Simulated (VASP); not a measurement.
Input of a VASP 6.6.1 run:

Contents of POSCAR:

```
Mg
1.0
   -1.8359916300      1.8359916300      1.6794040200
    1.8359916300     -1.8359916300      1.6794040200
    1.8359916300      1.8359916300     -1.6794040200
Mg
1
Direct
    0.0000000000      0.0000000000      0.0000000000
```

The input INCAR.step1:

```
PREC = Accurate
ENCUT = 920
ISMEAR = -5
SIGMA = 0.1
LREAL = F
LASPH = T
NELM = 120
NBANDS = 11
GGA = PE
ALGO = Normal
EDIFF = 1E-5
LWAVE = T
LCHARG = F
GGA_COMPAT = F
```

File INCAR.step2:

```
PREC = Accurate
ENCUT = 920
EDIFF = 1E-6
ISMEAR = -5
SIGMA = 0.1
LREAL = F
LASPH = T
NELM = 120
ALGO = Normal
ISIF = 2
LWAVE = F
LCHARG = T
METAGGA = R2SCAN
LMIXTAU = T
LELF = T
LVHAR = T
NBANDS = 11
ISTART = 1
GGA_COMPAT = F
```

The input KPOINTS:

```
Automatic mesh
0
Gamma
  6 6 6
```

Potentials or basis: VASP PAW PBE potentials, release 64 (Mg_sv).

Launch:

```sh
$ cat potpaw_PBE.64/Mg_sv/POTCAR > POTCAR
$ cp INCAR.step1 INCAR
$ mpirun -np 1 vasp_std > vasp.out
$ cp INCAR.step2 INCAR
$ mpirun -np 1 vasp_std > vasp.out
```

(1) What does it give for the band gap on the k mesh?

(2) Predict the pressure.

## Answers

(1) zero (bands 5 and 6 overlap by 4.74 eV).

(2) -0.6 GPa.

Caveat: the k points lie up to 0.42 Å⁻¹ apart, too coarse for converged energies and pressures of a metal; the PAW data sets were made with another functional, which shifts forces and pressure a little; tetrahedron occupations give inexact forces and stress in metals.
